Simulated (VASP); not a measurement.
GaSb2: relaxation of cell and atoms with PBE

Crystal: GaSb2.

```
CELL_PARAMETERS angstrom
3.44502 0.00000 0.00000
-1.72251 2.98348 0.00000
0.00000 0.00000 13.39973
ATOMIC_POSITIONS crystal
Ga 0.33333 0.66667 0.25000
Ga 0.66667 0.33333 0.75000
Sb 0.33333 0.66667 0.62750
Sb 0.66667 0.33333 0.12750
Sb 0.33333 0.66667 0.87250
Sb 0.66667 0.33333 0.37250
```

* Program: VASP 6.6.1
* Task: relaxation of cell and atoms
* Functional: PBE
* Potentials or basis: VASP PAW PBE potentials, release 64 (Ga_d, Sb)
* Cutoff: 600 eV
* k mesh: 6 × 6 × 2
* Occupations: gaussian, width 0.1 eV
* Spin: no spin polarisation
* Dipole correction: no
* Further INCAR settings: ALGO = Normal; EDIFF = 1e-06; IBRION = 2; EDIFFG = -0.04; NSW = 90; ISIF = 3

The relaxed volume is 27.40 Å³/atom, the relaxed cell is a = 4.151 Å, b = 4.151 Å, c = 11.016 Å, α = 90.00°, β = 90.00°, γ = 120.00° and the space group after relaxing (to 0.1 Å) is P6_3/mmc (No. 194). The energy gained by relaxing is 519.5 meV/atom and the ionic steps are 30. The pressure after relaxing is -0.1 GPa and the band gap on the k mesh is zero (bands 23 and 24 overlap by 2.01 eV).

Stress tensor (GPa, compression positive):
```
-0.01  0.00  0.00
 0.00 -0.01  0.00
 0.00  0.00 -0.17
```

The path:
```
step  energy change (eV)  largest force (eV/Å)  pressure (GPa)  volume (Å³)
   1              0.0000                2.7350           20.88       137.72
   2             -0.9325                0.7063           -6.73       206.36
   3             -2.0028                0.0906           -0.36       170.39
   4             -2.0042                0.0625           -0.17       169.65
   5             -2.0043                0.0348            0.07       168.95
   6             -2.0843                0.1425           -0.07       169.71
   7             -2.1215                0.3110           -0.15       170.24
   8             -2.2563                0.0112           -0.22       171.07
   9             -2.6239                0.1311            0.06       171.74
  10             -1.8344                2.8409            5.27       168.76
  11             -2.6621                0.4315            0.38       171.67
  12             -2.6625                0.4684            0.46       171.64
  13             -2.7131                0.2037           -1.74       176.97
  14             -2.7144                0.1693           -2.00       177.72
  15             -2.7420                0.1684           -2.07       177.40
  16             -2.8283                0.1662           -2.19       176.35
  17             -2.9245                0.3077           -1.55       173.72
  18             -2.9236                0.2893           -0.93       172.49
  19             -2.9290                0.3037           -1.35       173.28
  20             -2.9735                0.2662           -0.57       169.65
  21             -3.0000                0.2031            0.85       164.29
  22             -3.0400                0.1860            0.43       164.48
  23             -3.0989                0.1156           -0.53       164.88
  24             -3.1004                0.1207           -0.41       164.83
  25             -3.1080                0.0948            0.15       163.08
  26             -3.1085                0.0790            0.33       162.52
  27             -3.1148                0.0220            0.31       163.11
  28             -3.1158                0.0117            0.31       163.40
  29             -3.1163                0.0095           -0.21       165.07
  30             -3.1167                0.0005           -0.06       164.37
```

Final structure:
```xyz
6
Lattice="4.1508 0.0000 0.0000 -2.0754 3.5947 0.0000 0.0000 0.0000 11.0161" Properties=species:S:1:pos:R:3 pbc="T T T"
Ga    0.0000    2.3965    2.7540
Ga    2.0754    1.1982    8.2621
Sb    0.0000    2.3965    6.5018
Sb    2.0754    1.1982    0.9937
Sb    0.0000    2.3965   10.0224
Sb    2.0754    1.1982    4.5144
```

Levels at points of the mesh, in eV from the Fermi level:
| k point | band 18 | band 19 | band 20 | band 21 | band 22 | band 23 | band 24 | band 25 | band 26 | band 27 |
| --- | --- | --- | --- | --- | --- | --- | --- | --- | --- | --- |
| (0.00, 0.00, 0.00) | -1.09 | -1.00 | -0.28 | -0.28 | 0.47 | 0.47 | 0.50 | 0.54 | 1.82 | 1.82 |
| (0.50, 0.00, 0.00) | -3.99 | -2.68 | -2.64 | -2.20 | -1.73 | -0.83 | -0.75 | 1.06 | 1.25 | 1.45 |
| (0.00, 0.00, 0.50) | -0.82 | -0.82 | -0.82 | -0.44 | -0.44 | 1.26 | 1.26 | 1.26 | 1.26 | 1.97 |
| (0.50, 0.00, 0.50) | -4.37 | -2.36 | -2.36 | -1.92 | -1.92 | 0.24 | 0.24 | 0.38 | 0.38 | 0.75 |

Run time: 35 min on 1 thread of Intel Xeon 8259CL, with other jobs on the host, peak memory 0.33 GiB.

Caveat: the volume moved by over 15 % at a fixed basis, so the end points are rough; spin-orbit coupling is left out, which moves the levels of the heavy elements.
